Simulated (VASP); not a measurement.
Wanted: the native input for a VASP 6.6.1 run.

```yaml
Task: electric field gradients
Functional: PBEsol
Potentials_or_basis: VASP PAW PBE potentials, release 64 (Sb)
Cutoff: 520 eV
k_mesh: 12 × 12 × 7
Occupations: fermi-dirac, width 0.05 eV
Spin: no spin polarisation
Dipole_correction: no
Further_INCAR_settings: ALGO = Normal; EDIFF = 1e-08; NBANDS = 12
```

The structure of Sb lies in POSCAR:

```
Sb
1.0
    3.4363801831      0.0000000000      0.0000000000
   -1.7181900916      2.9759925356      0.0000000000
    0.0000000000      0.0000000000      5.3300000000
Sb
2
Direct
    0.3333333333      0.6666666667      0.2500000000
    0.6666666667      0.3333333333      0.7500000000
```

This isn't the form of Sb at room conditions, which is rhombohedral.

This cell differs from its parent crystal: equal xx and yy strain of +2 %.

These files were run (other wordings do the same):

INCAR

```
PREC     = Accurate       # precision mode
ENCUT    = 520            # plane-wave cutoff, eV
EDIFF    = 1E-8           # SCF threshold, eV
ISMEAR   = -1             # smearing method
SIGMA    = 0.05           # smearing width, eV
LREAL    = False          # projectors in reciprocal space
LASPH    = True           # aspherical terms in the spheres
NELM     = 60             # most SCF steps
ALGO     = Normal         # electronic algorithm
ISIF     = 2              # what is computed and relaxed
LWAVE    = False          # write WAVECAR
LCHARG   = False          # write CHGCAR
GGA      = PS             # functional
LEFG     = True         
NBANDS   = 12             # bands
```

KPOINTS

```
regular mesh
0
Gamma
  12 12 7
```

Potentials or basis: VASP PAW PBE potentials, release 64 (Sb).

Command:

```console
$ cat potpaw_PBE.64/Sb/POTCAR > POTCAR
$ mpirun -np 1 vasp_std > vasp.out
```

It gave:

```
Pressure                                : -2.7 GPa
Band gap on the k mesh                  : zero (bands 5 and 6 overlap by 6.41 eV)
Largest electric field gradient by atom : Sb +19.6 V/Å²
```

Caveat: the cell differs from its parent crystal (equal xx and yy strain of +2 %); without QUAD_EFG the Cq values of the log hold for a quadrupole moment of 1 mb, not for the nuclei; the PAW data sets were made with another functional, which shifts forces and pressure a little; spin-orbit coupling is left out, which moves the levels of the heavy elements.

It took 47 s on 1 thread of AMD EPYC 7R13, on a shared host, peak memory 0.17 GiB.
